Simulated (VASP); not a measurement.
# Ba (Fd-3m) in VASP: a series of runs

Ba is run at these levels: BLYP; tasks: single point, relaxation of cell and atoms.

Everything below comes from runs of VASP 6.6.1. Logs are shortened: lines on timing, memory, paths and dates and some standing lists are left out, and cuts for length are marked.

**1. The cell of the first run**

Symmetry: Fd-3m, No. 227, cubic system. The conventional cell has a = 11.169 Å, b = 11.169 Å, c = 11.169 Å, α = 90.00°, β = 90.00°, γ = 90.00°.

**2. Single point, BLYP (volume scaled by 1.08)**

INCAR reads:

```
PREC = Accurate
ENCUT = 520
EDIFF = 1E-6
ISMEAR = -1
SIGMA = 0.1
LREAL = F
LASPH = T
NELM = 80
ALGO = Normal
ISIF = 2
LWAVE = F
LCHARG = T
GGA = B5
ALDAX = 1.0
AGGAX = 1.0
AGGAC = 1.0
ALDAC = 0.0
LELF = T
LVHAR = T
NBANDS = 17
```

KPOINTS reads:

```
regular mesh
0
Gamma
  6 6 6
```

POSCAR reads:

```
Ba
1.0
    0.0000000000      5.5845991362      5.5845991362
    5.5845991362      0.0000000000      5.5845991362
    5.5845991362      5.5845991362      0.0000000000
Ba
2
Direct
    0.1250000000      0.1250000000      0.1250000000
    0.8750000000      0.8750000000      0.8750000000
```

Potentials or basis: VASP PAW PBE potentials, release 64 (Ba_sv).

Run with:

```
$ cat potpaw_PBE.64/Ba_sv/POTCAR > POTCAR
$ mpirun -np 1 vasp_std > vasp.out
```

OUTCAR:

```text
PREC = Accurate
   ENCUT = 520
   EDIFF = 1E-6
   ISMEAR = -1
   LREAL = F
   LASPH = T
   NELM = 80
   ISIF = 2
   GGA = B5

 ion  position               nearest neighbor table
   1  0.125  0.125  0.125-
   2  0.875  0.875  0.875-

  LATTYP: Found a face centered cubic cell.
 ALAT       =    11.1691982724

  Lattice vectors:

 A1 = (   0.0000000000,   5.5845991362,   5.5845991362)
 A2 = (   5.5845991362,   0.0000000000,   5.5845991362)
 A3 = (   5.5845991362,   5.5845991362,   0.0000000000)

Analysis of symmetry for initial positions (statically):
=====================================================================
 Subroutine PRICEL returns:
 Original cell was already a primitive cell.

 Routine SETGRP: Setting up the symmetry group for a
 face centered cubic supercell.

 Subroutine GETGRP returns: Found 48 space group operations
 (whereof 12 operations were pure point group operations)
 out of a pool of 48 trial point group operations.

The static configuration has the point symmetry D_3d.
 The point group associated with its full space group is O_h .

Analysis of symmetry for dynamics (positions and initial velocities):
=====================================================================
 Subroutine PRICEL returns:
 Original cell was already a primitive cell.

 Routine SETGRP: Setting up the symmetry group for a
 face centered cubic supercell.

 Subroutine GETGRP returns: Found 48 space group operations
 (whereof 12 operations were pure point group operations)
 out of a pool of 48 trial point group operations.

The dynamic configuration has the point symmetry D_3d.
 The point group associated with its full space group is O_h .

 Subroutine INISYM returns: Found 48 space group operations
 (whereof 12 operations are pure point group operations),
 and found     1 'primitive' translations

----------------------------------------------------------------------------------------

                                     Primitive cell

  volume of cell :     348.3421

  direct lattice vectors                    reciprocal lattice vectors
     0.000000000  5.584599136  5.584599136    -0.089531941  0.089531941  0.089531941
     5.584599136  0.000000000  5.584599136     0.089531941 -0.089531941  0.089531941
     5.584599136  5.584599136  0.000000000     0.089531941  0.089531941 -0.089531941

  length of vectors
     7.897815839  7.897815839  7.897815839     0.155073871  0.155073871  0.155073871

  position of ions in fractional coordinates (direct lattice)
     0.125000000  0.125000000  0.125000000
     0.875000000  0.875000000  0.875000000

  ion indices of the primitive-cell ions
   primitive index   ion index
                 1           1
                 2           2

----------------------------------------------------------------------------------------

 KPOINTS: regular mesh

Automatic generation of k-mesh.
 Grid dimensions read from file:
 generate k-points for:    6    6    6

 Generating k-lattice:

  Cartesian coordinates                     Fractional coordinates (reciprocal lattice)
    -0.014921990  0.014921990  0.014921990     0.166666667  0.000000000  0.000000000
     0.014921990 -0.014921990  0.014921990     0.000000000  0.166666667  0.000000000
     0.014921990  0.014921990 -0.014921990     0.000000000  0.000000000  0.166666667

  Length of vectors
     0.025845645  0.025845645  0.025845645

  Shift w.r.t. Gamma in fractional coordinates (k-lattice)
     0.000000000  0.000000000  0.000000000

 Subroutine IBZKPT returns following result:
 ===========================================

 Found     16 irreducible k-points:

 Following reciprocal coordinates:
            Coordinates               Weight
  0.000000  0.000000  0.000000      1.000000
  0.166667  0.000000  0.000000      8.000000
  0.333333  0.000000  0.000000      8.000000
  0.500000  0.000000  0.000000      4.000000
  0.166667  0.166667  0.000000      6.000000
  0.333333  0.166667  0.000000     24.000000
[... 8 lines left out ...]
 -0.333333  0.333333  0.166667     24.000000
 -0.333333  0.500000  0.166667     12.000000
   k-points           NKPTS =     16   k-points in BZ     NKDIM =     16   number of bands    NBANDS=     17
   number of dos      NEDOS =    301   number of ions     NIONS =      2
   total plane-waves  NPLWV = 216000
   dimension x,y,z NGX =    60 NGY =   60 NGZ =   60
   dimension x,y,z NGXF=   120 NGYF=  120 NGZF=  120
   ions per type =               2
   NGX,Y,Z   is equivalent  to a cutoff of  12.63, 12.63, 12.63 a.u.
   NGXF,Y,Z  is equivalent  to a cutoff of  25.26, 25.26, 25.26 a.u.
 SYSTEM =  unknown system
   PREC   = accura    normal or accurate (medium, high low for compatibility)
   ISTART =      0    job   : 0-new  1-cont  2-samecut
   ICHARG =      2    charge: 1-file 2-atom 10-const
   ISPIN  =      1    spin polarized calculation?
   LNONCOLLINEAR =      F non collinear calculations
   LSORBIT =      F    spin-orbit coupling
   LASPH  =      T    aspherical Exc in radial PAW
   ENCUT  =  520.0 eV  38.22 Ry    6.18 a.u.  14.68 14.68 14.68*2*pi/ulx,y,z
   NELM   =     80;   NELMIN=  2; NELMDL= -5     # of ELM steps
   EDIFF  = 0.1E-05   stopping-criterion for ELM
   LREAL  =      F    real-space projection
   EDIFFG = 0.1E-04   stopping-criterion for IOM
   NSW    =      0    number of steps for IOM
   IBRION =     -1    ionic relax: 0-MD 1-quasi-New 2-CG
   NFREE  =      0    steps in history (QN), initial steepest desc. (CG)
   ISIF   =      2    stress and relaxation
   ISYM   =      2    0-nonsym 1-usesym 2-fastsym
   POTIM  = 0.5000    time-step for ionic-motion
   TEBEG  =    0.0;   TEEND  =   0.0 temperature during run
   PSTRESS=    0.0 pullay stress
   NELECT =      20.0000    total number of electrons
   NUPDOWN=      -1.0000    fix difference up-down
   EMIN   =  10.00;   EMAX   =-10.00  energy-range for DOS
   EFERMI =   0.00;   METHOD = LEGACY
   ISMEAR =    -1;   SIGMA  =   0.10  broadening in eV -4-tet -1-fermi 0-gaus
   EFERMI_NEDOS =   21; number of points for ismear=-14 and -15
   IALGO  =     38    algorithm
   IMIX   =      4    mixing-type and parameters
     AMIX     =   0.40;   BMIX     =  1.00
     AMIX_MAG =   1.60;   BMIX_MAG =  1.00
  volume/ion in A,a.u.               =     174.17      1175.36
  Fermi-wavevector in a.u.,A,eV,Ry     =   0.631562  1.193480  5.426968  0.398871
  Thomas-Fermi vector in A             =   1.694580
   LORBIT       =      0    0 simple, 1 ext, 2 COOP (PROOUT), +10 PAW based schemes
   GGA     = B5    functional components
   LHFCALC =     F    Hartree Fock is set to
   AEXX    =    0.0000 exact exchange contribution
   IVDW    =     0    specifies the selected vdW correction
   LEPSILON=     F    determine dielectric tensor
   LRPA    =     F    only Hartree local field effects (RPA)
 non-spin polarized calculation
  energy-cutoff  :      520.00
  volume of cell :      348.34
 maximum number of plane-waves:      9401
   NGX = 29   NGY = 29   NGZ = 29

 number of electron      20.0000001 magnetization

 Free energy of the ion-electron system (eV)
  ---------------------------------------------------
  ext. energy  EPLUGINS =         0.00000000
  ---------------------------------------------------
  free energy    TOTEN  =        -1.03417964 eV

  energy without entropy =       -0.84210669  energy(sigma->0) =       -0.93814317

 E-fermi :  -0.2554     XC(G=0):  -3.9396

 val. band max:       -0.3017573840   @ k =   0.3333   0.1667   0.0000
 cond. band min:      -0.2068045302   @ k =  -0.1667   0.1667   0.0000
 fundamental gap:      0.0949528538
 Fermi energy:        -0.2554023725

 k-point     1 :       0.0000    0.0000    0.0000
  band No.  band energies     occupation
      1     -30.3759      2.00000
      2     -30.3672      2.00000
      3     -15.5675      2.00000
      4     -15.5675      2.00000
      5     -15.5675      2.00000
      6     -15.5109      2.00000
[... 9 lines left out ...]
     16       0.6884      0.00016
     17       0.6884      0.00016

 k-point     2 :       0.1667    0.0000    0.0000
  band No.  band energies     occupation
      1     -30.3755      2.00000
      2     -30.3677      2.00000
      3     -15.5687      2.00000
      4     -15.5687      2.00000
      5     -15.5665      2.00000
      6     -15.5120      2.00000
[... 9 lines left out ...]
     16       0.6973      0.00015
     17       0.6973      0.00015

 k-point     3 :       0.3333    0.0000    0.0000
  band No.  band energies     occupation
      1     -30.3745      2.00000
      2     -30.3687      2.00000
      3     -15.5712      2.00000
      4     -15.5712      2.00000
      5     -15.5644      2.00000
      6     -15.5143      2.00000
[... 9 lines left out ...]
     16       0.8050      0.00005
     17       0.8050      0.00005

 k-point     4 :       0.5000    0.0000    0.0000
  band No.  band energies     occupation
      1     -30.3738      2.00000
      2     -30.3694      2.00000
      3     -15.5723      2.00000
      4     -15.5723      2.00000
      5     -15.5633      2.00000
      6     -15.5155      2.00000
[... 9 lines left out ...]
     16       0.9405      0.00001
     17       0.9405      0.00001
[... 183 lines left out ...]
      1     -30.3735      2.00000
      2     -30.3697      2.00000
      3     -15.5762      2.00000
      4     -15.5742      2.00000
      5     -15.5537      2.00000
      6     -15.5251      2.00000
[... 9 lines left out ...]
     16       0.7358      0.00010
     17       0.9783      0.00001

 k-point    15 :      -0.3333    0.3333    0.1667
  band No.  band energies     occupation
      1     -30.3727      2.00000
      2     -30.3705      2.00000
      3     -15.5774      2.00000
      4     -15.5753      2.00000
      5     -15.5493      2.00000
      6     -15.5296      2.00000
[... 9 lines left out ...]
     16       0.7170      0.00012
     17       1.0119      0.00001

 k-point    16 :      -0.3333    0.5000    0.1667
  band No.  band energies     occupation
      1     -30.3716      2.00000
      2     -30.3716      2.00000
      3     -15.5772      2.00000
      4     -15.5772      2.00000
      5     -15.5394      2.00000
      6     -15.5394      2.00000
[... 9 lines left out ...]
     16       0.5800      0.00047
     17       1.2216      0.00000

------------------------ aborting loop because EDIFF is reached ----------------------------------------

  FORCE on cell =-STRESS in cart. coord.  units (eV):
  Direction    XX          YY          ZZ          XY          YZ          ZX
  --------------------------------------------------------------------------------------
  -------------------------------------------------------------------------------------
  Total       -0.2103406     -0.2103406     -0.2103406     -0.0000000     -0.0000000      0.0000000
  in kB       -0.9674480     -0.9674480     -0.9674480     -0.0000000     -0.0000000      0.0000000
  external PRESSURE =      -0.9674480 kB  Pullay stress =       0.0000000 kB

 VOLUME and BASIS-vectors are now :
 -----------------------------------------------------------------------------
  energy-cutoff  :      520.00
  volume of cell :      348.34
      direct lattice vectors                 reciprocal lattice vectors
     0.000000000  5.584599136  5.584599136    -0.089531941  0.089531941  0.089531941
     5.584599136  0.000000000  5.584599136     0.089531941 -0.089531941  0.089531941
     5.584599136  5.584599136  0.000000000     0.089531941  0.089531941 -0.089531941

 POSITION                                       TOTAL-FORCE (eV/Angst)
 -----------------------------------------------------------------------------------
      1.39615      1.39615      1.39615        -0.000000     -0.000000     -0.000000
      9.77305      9.77305      9.77305         0.000000      0.000000      0.000000
 -----------------------------------------------------------------------------------
    total drift:                               -0.000000      0.000000     -0.000000

  FREE ENERGIE OF THE ION-ELECTRON SYSTEM (eV)
  ---------------------------------------------------
  free  energy   TOTEN  =        -1.0341796447 eV

  energy  without entropy=       -0.8421066864  energy(sigma->0) =       -0.93814317
```

Run time: 2.5 min. Hardware: 1 thread of Intel Xeon Platinum 8488C (Sapphire Rapids), shared host; peak memory 0.47 GiB.

What came out:

```yaml
Free_energy: -1.0342 eV
Pressure: -0.1 GPa
Band_gap_on_the_k_mesh: zero (band 10 reaches 0.04 eV, above the bottom of band 11 at -0.09 eV)
```

Caveat: the cell differs from its parent crystal (volume scaled by 1.08); the PAW data sets were made with another functional, which shifts forces and pressure a little; spin-orbit coupling is left out, which moves the levels of the heavy elements.

**3. Single point, BLYP (volume scaled by 1.12)**

INCAR reads:

```
PREC     = Accurate       # precision mode
ENCUT    = 520            # plane-wave cutoff, eV
EDIFF    = 1E-7           # SCF threshold, eV
ISMEAR   = -1             # smearing method
SIGMA    = 0.1            # smearing width, eV
LREAL    = False          # projectors in reciprocal space
LASPH    = True           # aspherical terms in the spheres
NELM     = 100            # most SCF steps
ALGO     = Normal         # electronic algorithm
ISIF     = 2              # what is computed and relaxed
LWAVE    = False          # write WAVECAR
LCHARG   = False          # write CHGCAR
GGA      = B5             # functional
ALDAX    = 1.0          
AGGAX    = 1.0          
AGGAC    = 1.0          
ALDAC    = 0.0          
NBANDS   = 17             # bands
```

KPOINTS reads:

```
Automatic mesh
0
Gamma
  6 6 6
```

POSCAR reads:

```
Ba
1.0
    0.0000000000      5.6527107165      5.6527107165
    5.6527107165      0.0000000000      5.6527107165
    5.6527107165      5.6527107165      0.0000000000
Ba
2
Direct
    0.1250000000      0.1250000000      0.1250000000
    0.8750000000      0.8750000000      0.8750000000
```

Potentials or basis: VASP PAW PBE potentials, release 64 (Ba_sv).

Run with:

```
$ cat potpaw_PBE.64/Ba_sv/POTCAR > POTCAR
$ mpirun -np 1 vasp_std > vasp.out
```

It took 2.9 min on 1 thread of Intel Xeon Platinum 8488C (Sapphire Rapids), shared host; peak memory 0.49 GiB.

It converged, with:

- Free energy: -1.0249 eV
- Pressure: -0.1 GPa
- Band gap on the k mesh: zero (band 10 reaches -0.03 eV, above the bottom of band 11 at -0.12 eV)

Levels at points of the mesh, in eV from the Fermi level:
| k point | band 7 | band 8 | band 9 | band 10 | band 11 | band 12 | band 13 | band 14 |
| --- | --- | --- | --- | --- | --- | --- | --- | --- |
| (0.00, 0.00, 0.00) | -15.29 | -15.29 | -1.78 | 0.28 | 0.28 | 0.28 | 0.40 | 0.40 |
| (0.50, 0.00, 0.00) | -15.29 | -15.29 | -1.24 | -0.28 | 0.34 | 0.34 | 0.37 | 0.41 |
| (0.50, 0.50, 0.00) | -15.29 | -15.29 | -0.73 | -0.73 | 0.19 | 0.19 | 0.39 | 0.39 |

Caveat: the cell differs from its parent crystal (volume scaled by 1.12); the PAW data sets were made with another functional, which shifts forces and pressure a little; spin-orbit coupling is left out, which moves the levels of the heavy elements.

**4. Relaxation of cell and atoms, BLYP**

This run uses another cell than the first one, of 84.37 Å³/atom, 0.484 times its volume.

INCAR reads:

```
AGGAC = 1.0 ; AGGAX = 1.0
ALDAC = 0.0 ; ALDAX = 1.0
ALGO = Normal ; EDIFF = 1E-6
EDIFFG = -0.01 ; ENCUT = 600
GGA = B5 ; IBRION = 2
ISIF = 3 ; ISMEAR = -1
LASPH = T ; LCHARG = F
LREAL = F ; LWAVE = F
NELM = 60 ; NSW = 80
PREC = Accurate ; SIGMA = 0.1
```

KPOINTS reads:

```
k-points
0
Gamma
  6 6 6
```

POSCAR reads:

```
Ba
1.0
    0.0000000000      4.3860266073      4.3860266073
    4.3860266073      0.0000000000      4.3860266073
    4.3860266073      4.3860266073      0.0000000000
Ba
2
Direct
    0.1250000000      0.1250000000      0.1250000000
    0.8750000000      0.8750000000      0.8750000000
```

Run with:

```
$ cat potpaw_PBE.64/Ba_sv/POTCAR > POTCAR
$ mpirun -np 1 vasp_std > vasp.out
```

It took 13 min on 1 thread of Intel Xeon Platinum 8488C (Sapphire Rapids), shared host; peak memory 0.37 GiB.

Results (log left out):

```yaml
Free_energy: -1.0397 eV
Relaxed_volume: 161.01 Å³/atom
Relaxed_cell: a = 7.694 Å, b = 7.694 Å, c = 7.694 Å, α = 60.00°, β = 60.00°, γ = 60.00°
Space_group_after_relaxing_to_0.05_Å: Fd-3m (No. 227)
Energy_gained_by_relaxing: 122.6 meV/atom
Ionic_steps: 7
Pressure_after_relaxing: 0.0 GPa
Band_gap_on_the_k_mesh: zero (band 10 reaches 0.18 eV, above the bottom of band 11 at -0.01 eV)
```

Step by step:
```csv
step,energy change (eV),largest force (eV/Å),pressure (GPa),volume (Å³)
1,0.0000,0.0000,0.48,168.75
2,-0.0177,0.0000,0.43,174.99
3,-0.0643,0.0000,0.35,194.61
4,-0.1500,0.0000,0.32,238.17
5,-0.2398,0.0000,-0.08,343.83
6,-0.2437,0.0000,0.04,311.98
7,-0.2453,0.0000,0.00,322.03
```

Final structure:
```
CELL_PARAMETERS angstrom
0.00000 5.44028 5.44028
5.44028 0.00000 5.44028
5.44028 5.44028 0.00000
ATOMIC_POSITIONS crystal
Ba 0.12500 0.12500 0.12500
Ba 0.87500 0.87500 0.87500
```

Levels at points of the mesh, in eV from the Fermi level:
```csv
k point,band 6,band 7,band 8,band 9,band 10,band 11,band 12,band 13,band 14
"(0.00, 0.00, 0.00)",-15.17,-15.17,-15.17,-1.87,0.31,0.31,0.31,0.38,0.38
"(0.50, 0.00, 0.00)",-15.18,-15.16,-15.16,-1.26,-0.23,0.33,0.38,0.39,0.39
"(0.50, 0.50, 0.00)",-15.21,-15.16,-15.16,-0.69,-0.69,0.12,0.12,0.43,0.43
```

Caveat: the volume moved by over 15 % at a fixed basis, so the end points are rough; the PAW data sets were made with another functional, which shifts forces and pressure a little; spin-orbit coupling is left out, which moves the levels of the heavy elements.

**5. Overview**

```tsv
task	cell	cutoff (eV)	gap on the mesh (eV)	pressure (GPa)
single point	a = 7.898 Å, angles 60.0°, 2 atoms	520	none	-0.1
single point	a = 7.994 Å, angles 60.0°, 2 atoms	520	none	-0.1
relaxation of cell and atoms	relaxed from a = 6.203 Å, angles 60.0°, 2 atoms	600	none	0.0
```

Alike in all rows: level BLYP; potentials or basis VASP PAW PBE potentials, release 64 (Ba_sv); no spin polarisation; k mesh 6 × 6 × 6; smearing fermi-dirac 0.1 eV.

Caveats: the PAW data sets were made with another functional, which shifts forces and pressure a little; spin-orbit coupling is left out, which moves the levels of the heavy elements; the volume moved by over 15 % at a fixed basis, so the end points are rough (some runs).

Total energies depend on the potentials used, so only differences within one code and one set of settings carry meaning.
